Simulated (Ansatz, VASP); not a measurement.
Two plane-wave programs on Si

```
CELL_PARAMETERS angstrom
-3.85108 0.00000 0.00000
-1.92554 -3.33514 0.00000
-1.44416 -0.83378 12.72936
ATOMIC_POSITIONS crystal
Si 0.10672 0.10672 0.90647
Si 0.23172 0.23172 0.40647
Si 0.62755 0.62755 0.15647
Si 0.50255 0.50255 0.65647
Si 0.30995 0.30995 0.09353
Si 0.18495 0.18495 0.59353
Si 0.58078 0.58078 0.34353
Si 0.45578 0.45578 0.84353
```

Alike in both runs: task single point; functional PBE; k mesh 10 × 10 × 3; occupations gaussian, width 0.05 eV; no spin polarisation.

|  | VASP | Ansatz |
| --- | --- | --- |
| version | VASP 6.6.1 | Ansatz 0.2.0 |
| potentials or method | VASP PAW PBE potentials, release 64 (Si), cutoff 520 eV | scalar-relativistic, plane waves, PAW |
| valence electrons in the cell | 32 | 32 |

Ansatz gave:

- gap on the k mesh at the Fermi level (eV): none
- pressure (GPa): -0.8
- traceless stress, the component that is largest in VASP (GPa): 2.86
- rms of the force components (eV/Å): 0.329

Task: Estimate VASP's values.

Result: gap on the k mesh at the Fermi level (eV): none; pressure (GPa): -0.9; traceless stress, the component that is largest in VASP (GPa): 2.86; rms of the force components (eV/Å): 0.328.

Atom by atom the forces differ by 0.002 eV/Å (rms over components). A gap of «none» marks a metal or a gap that the smearing closes. The functional is the same, so the differences come from potentials, cutoffs and numerics.
